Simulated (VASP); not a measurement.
# Al3InAs4 (P-43m) in VASP: relaxation of cell and atoms with r2SCAN

Aim: the relaxation of cell and atoms of Al3InAs4 with r2SCAN.

All numbers are computed with VASP 6.6.1; they aren't measurements. Logs are shortened: lines on timing, memory, paths and dates and some standing lists are left out, and cuts for length are marked.

### 1 The cell of the first run

It takes space group P-43m (No. 215, cubic). Conventional cell: a = 5.781 Å, b = 5.781 Å, c = 5.781 Å, α = 90.00°, β = 90.00°, γ = 90.00°. Al (site symmetry -42m) has 4 As at 2.47 Å within 3.3 Å. In (site symmetry -43m) has 4 As at 2.61 Å within 3.4 Å. Within 3.3 Å of As (site symmetry 3m) lie 3 Al at 2.47 Å and 1 In at 2.61 Å.

### 2 Relaxation of cell and atoms, r2SCAN

POSCAR

```
Al3InAs4
1.0
    5.7807124372      0.0000000000      0.0000000000
    0.0000000000      5.7807124372      0.0000000000
    0.0000000000      0.0000000000      5.7807124372
Al In As
3 1 4
Direct
    0.5000000000      0.5000000000      0.0000000000
    0.5000000000      0.0000000000      0.5000000000
    0.0000000000      0.5000000000      0.5000000000
    0.0000000000      0.0000000000      0.0000000000
    0.7393700685      0.7393700685      0.2606299315
    0.7393700685      0.2606299315      0.7393700685
    0.2606299315      0.7393700685      0.7393700685
    0.2606299315      0.2606299315      0.2606299315
```

INCAR.step1

```
PREC     = Accurate       # precision mode
ENCUT    = 550            # plane-wave cutoff, eV
ISMEAR   = 0              # smearing method
SIGMA    = 0.02           # smearing width, eV
LREAL    = F              # projectors in reciprocal space
LASPH    = T              # aspherical terms in the spheres
NELM     = 120            # most SCF steps
GGA      = PE             # functional
ALGO     = Normal         # electronic algorithm
EDIFF    = 1E-5           # SCF threshold, eV
LWAVE    = T              # write WAVECAR
LCHARG   = F              # write CHGCAR
GGA_COMPAT= F            
IBRION   = 2              # ionic algorithm
ISIF     = 3              # what is computed and relaxed
EDIFFG   = -0.005         # ionic threshold
NELMIN   = 4            
NSW      = 100            # ionic steps
```

INCAR.step2

```
PREC     = Accurate       # precision mode
ENCUT    = 550            # plane-wave cutoff, eV
EDIFF    = 1E-7           # SCF threshold, eV
ISMEAR   = 0              # smearing method
SIGMA    = 0.02           # smearing width, eV
LREAL    = F              # projectors in reciprocal space
LASPH    = T              # aspherical terms in the spheres
NELM     = 120            # most SCF steps
ALGO     = Normal         # electronic algorithm
ISIF     = 3              # what is computed and relaxed
LWAVE    = F              # write WAVECAR
LCHARG   = F              # write CHGCAR
METAGGA  = R2SCAN         # meta-GGA
LMIXTAU  = T            
IBRION   = 2              # ionic algorithm
NSW      = 80             # ionic steps
EDIFFG   = -0.01          # ionic threshold
ISTART   = 1            
GGA_COMPAT= F            
NELMIN   = 4
```

KPOINTS

```
Automatic mesh
0
Gamma
  6 6 6
```

Potentials or basis: VASP PAW PBE potentials, release 64 (Al, In_d, As).

Run with:

```sh
cat potpaw_PBE.64/Al/POTCAR potpaw_PBE.64/In_d/POTCAR potpaw_PBE.64/As/POTCAR > POTCAR
cp INCAR.step1 INCAR
mpirun -np 1 vasp_std > vasp.out
cp INCAR.step2 INCAR
mpirun -np 1 vasp_std > vasp.out
```

OUTCAR:

```text
PREC = Accurate
   ENCUT = 550
   EDIFF = 1E-7
   ISMEAR = 0
   LREAL = F
   LASPH = T
   NELM = 120
   ISIF = 3
   METAGGA = R2SCAN
   IBRION = 2
   NSW = 80
   EDIFFG = -0.01
   ISTART = 1
   NELMIN = 4

 ion  position               nearest neighbor table
   1  0.500  0.500  0.000-   5 2.47   6 2.47   7 2.47   8 2.47
   2  0.500  0.000  0.500-   5 2.47   6 2.47   7 2.47   8 2.47
   3  0.000  0.500  0.500-   5 2.47   6 2.47   7 2.47   8 2.47
   4  0.000  0.000  0.000-   5 2.61   6 2.61   7 2.61   8 2.61
   5  0.739  0.739  0.261-   1 2.47   2 2.47   3 2.47   4 2.61
   6  0.739  0.261  0.739-   1 2.47   2 2.47   3 2.47   4 2.61
   7  0.261  0.739  0.739-   1 2.47   2 2.47   3 2.47   4 2.61
   8  0.261  0.261  0.261-   1 2.47   2 2.47   3 2.47   4 2.61

  LATTYP: Found a simple cubic cell.
 ALAT       =     5.7807124372

  Lattice vectors:

 A1 = (   5.7807124372,   0.0000000000,   0.0000000000)
 A2 = (   0.0000000000,   5.7807124372,   0.0000000000)
 A3 = (   0.0000000000,   0.0000000000,   5.7807124372)

Analysis of symmetry for initial positions (statically):
=====================================================================
 Subroutine PRICEL returns:
 Original cell was already a primitive cell.

 Routine SETGRP: Setting up the symmetry group for a
 simple cubic supercell.

 Subroutine GETGRP returns: Found 24 space group operations
 (whereof 24 operations were pure point group operations)
 out of a pool of 48 trial point group operations.

The static configuration has the point symmetry T_d .

Analysis of symmetry for dynamics (positions and initial velocities):
=====================================================================
 Subroutine PRICEL returns:
 Original cell was already a primitive cell.

 Routine SETGRP: Setting up the symmetry group for a
 simple cubic supercell.

 Subroutine GETGRP returns: Found 24 space group operations
 (whereof 24 operations were pure point group operations)
 out of a pool of 48 trial point group operations.

The dynamic configuration has the point symmetry T_d .

 Subroutine INISYM returns: Found 24 space group operations
 (whereof 24 operations are pure point group operations),
 and found     1 'primitive' translations

----------------------------------------------------------------------------------------

                                     Primitive cell

[... 103 lines left out ...]
   ISIF   =      3    stress and relaxation
   ISYM   =      2    0-nonsym 1-usesym 2-fastsym
   POTIM  = 0.5000    time-step for ionic-motion
   TEBEG  =    0.0;   TEEND  =   0.0 temperature during run
   PSTRESS=    0.0 pullay stress
   NELECT =      42.0000    total number of electrons
   NUPDOWN=      -1.0000    fix difference up-down
   EMIN   =  10.00;   EMAX   =-10.00  energy-range for DOS
   EFERMI =   0.00;   METHOD = LEGACY
   ISMEAR =     0;   SIGMA  =   0.02  broadening in eV -4-tet -1-fermi 0-gaus
   EFERMI_NEDOS =   21; number of points for ismear=-14 and -15
   IALGO  =     38    algorithm
   IMIX   =      4    mixing-type and parameters
     AMIX     =   0.40;   BMIX     =  1.00
     AMIX_MAG =   1.60;   BMIX_MAG =  1.00
  volume/ion in A,a.u.               =      24.15       162.95
  Fermi-wavevector in a.u.,A,eV,Ry     =   0.984411  1.860267 13.184936  0.969065
  Thomas-Fermi vector in A             =   2.115642
   LORBIT       =      0    0 simple, 1 ext, 2 COOP (PROOUT), +10 PAW based schemes
   METAGGA = R2SCAN    functional components
   LHFCALC =     F    Hartree Fock is set to
   AEXX    =    0.0000 exact exchange contribution
   IVDW    =     0    specifies the selected vdW correction
   LEPSILON=     F    determine dielectric tensor
   LRPA    =     F    only Hartree local field effects (RPA)
 conjugate gradient relaxation of ions
 non-spin polarized calculation
 Gauss-broadening in eV      SIGMA  =   0.02
  energy-cutoff  :      550.00
  volume of cell :      193.17
 maximum number of plane-waves:      5695
 NGX is ok and might be reduce to    48
   NGX = 23   NGY = 23   NGZ = 23

 number of electron      42.0000000 magnetization

 Free energy of the ion-electron system (eV)
  ---------------------------------------------------
  ext. energy  EPLUGINS =         0.00000000
  ---------------------------------------------------
  free energy    TOTEN  =      -106.06030307 eV

  energy without entropy =     -106.06030307  energy(sigma->0) =     -106.06030307

 E-fermi :   3.8180     XC(G=0):  -9.4790

 val. band max:        3.7296711595   @ k =   0.0000   0.0000   0.0000
 cond. band min:       5.6096021693   @ k =   0.0000   0.0000   0.0000
 fundamental gap:      1.8799310098
 Fermi energy:         3.8180125287

 k-point     1 :       0.0000    0.0000    0.0000
  band No.  band energies     occupation
      1     -10.7462      2.00000
      2     -10.7462      2.00000
      3     -10.7462      2.00000
      4     -10.5894      2.00000
      5     -10.5894      2.00000
      6      -8.5001      2.00000
[... 569 lines left out ...]
     25       6.0769      0.00000
     26       8.5326      0.00000

------------------------ aborting loop because EDIFF is reached ----------------------------------------

  FORCE on cell =-STRESS in cart. coord.  units (eV):
  Direction    XX          YY          ZZ          XY          YZ          ZX
  --------------------------------------------------------------------------------------
  -------------------------------------------------------------------------------------
  Total       -0.0795528     -0.0795528     -0.0795528      0.0000000      0.0000000      0.0000000
  in kB       -0.6598143     -0.6598143     -0.6598143      0.0000000      0.0000000      0.0000000
  external PRESSURE =      -0.6598143 kB  Pullay stress =       0.0000000 kB

 VOLUME and BASIS-vectors are now :
 -----------------------------------------------------------------------------
  energy-cutoff  :      550.00
  volume of cell :      193.17
      direct lattice vectors                 reciprocal lattice vectors
     5.780712437  0.000000000  0.000000000     0.172989058  0.000000000  0.000000000
     0.000000000  5.780712437  0.000000000     0.000000000  0.172989058  0.000000000
     0.000000000  0.000000000  5.780712437     0.000000000  0.000000000  0.172989058

 POSITION                                       TOTAL-FORCE (eV/Angst)
 -----------------------------------------------------------------------------------
      2.89036      2.89036      0.00000         0.000000     -0.000000     -0.000000
      2.89036      0.00000      2.89036         0.000000     -0.000000     -0.000000
      0.00000      2.89036      2.89036         0.000000     -0.000000      0.000000
      0.00000      0.00000      0.00000         0.000000     -0.000000      0.000000
      4.27409      4.27409      1.50663         0.003344      0.003344     -0.003344
      4.27409      1.50663      4.27409         0.003344     -0.003344      0.003344
      1.50663      4.27409      4.27409        -0.003344      0.003344      0.003344
      1.50663      1.50663      1.50663        -0.003344     -0.003344     -0.003344
 -----------------------------------------------------------------------------------
    total drift:                               -0.000000     -0.000000      0.000000

  FREE ENERGIE OF THE ION-ELECTRON SYSTEM (eV)
  ---------------------------------------------------
  free  energy   TOTEN  =      -106.0603030671 eV

  energy  without entropy=     -106.0603030671  energy(sigma->0) =     -106.06030307

 reached required accuracy - stopping structural energy minimisation
```

OUTCAR.step1:

```text
PREC = Accurate
   ENCUT = 550
   ISMEAR = 0
   LREAL = F
   LASPH = T
   NELM = 120
   GGA = PE
   EDIFF = 1E-5
   IBRION = 2
   ISIF = 3
[... 890 lines left out ...]
 cond. band min:       4.8330982639   @ k =   0.0000   0.0000   0.0000
 fundamental gap:      1.1471978840
 Fermi energy:         3.7706699931

 k-point     1 :       0.0000    0.0000    0.0000
  band No.  band energies     occupation
      1     -10.3007      2.00000
      2     -10.3007      2.00000
      3     -10.3007      2.00000
      4     -10.1815      2.00000
      5     -10.1815      2.00000
      6      -7.9178      2.00000
[... 604 lines left out ...]
  FREE ENERGIE OF THE ION-ELECTRON SYSTEM (eV)
  ---------------------------------------------------
  free  energy   TOTEN  =       -35.7889151662 eV

  energy  without entropy=      -35.7889151662  energy(sigma->0) =      -35.78891517

 reached required accuracy - stopping structural energy minimisation
```

Wall time 7.6 min (1 thread of AMD EPYC 9R45 (Zen 5), shared host); peak memory 0.4 GiB.

What came out:

```yaml
Free_energy: -106.0603 eV
Pressure_after_relaxing: -0.1 GPa
Largest_force_after_relaxing: 0.006 eV/Å
Band_gap_on_the_k_mesh: 1.88 eV
```

Forces on the atoms (eV/Å):
```
Al   0.000  0.000  0.000
Al   0.000  0.000  0.000
Al   0.000  0.000  0.000
In   0.000  0.000  0.000
As   0.003  0.003 -0.003
As   0.003 -0.003  0.003
As  -0.003  0.003  0.003
As  -0.003 -0.003 -0.003
```

Final structure:
```
Al In As
1.0
     5.78071    0.00000    0.00000
     0.00000    5.78071    0.00000
     0.00000    0.00000    5.78071
Al In As
3 1 4
Cartesian
  2.8904 2.8904 0.0000
  2.8904 0.0000 2.8904
  0.0000 2.8904 2.8904
  0.0000 0.0000 0.0000
  4.2741 4.2741 1.5066
  4.2741 1.5066 4.2741
  1.5066 4.2741 4.2741
  1.5066 1.5066 1.5066
```

Caveat: the relaxation stopped at its first step, so nothing moved; the PAW data sets were made with another functional, which shifts forces and pressure a little; spin-orbit coupling is left out, which moves the levels of the heavy elements.
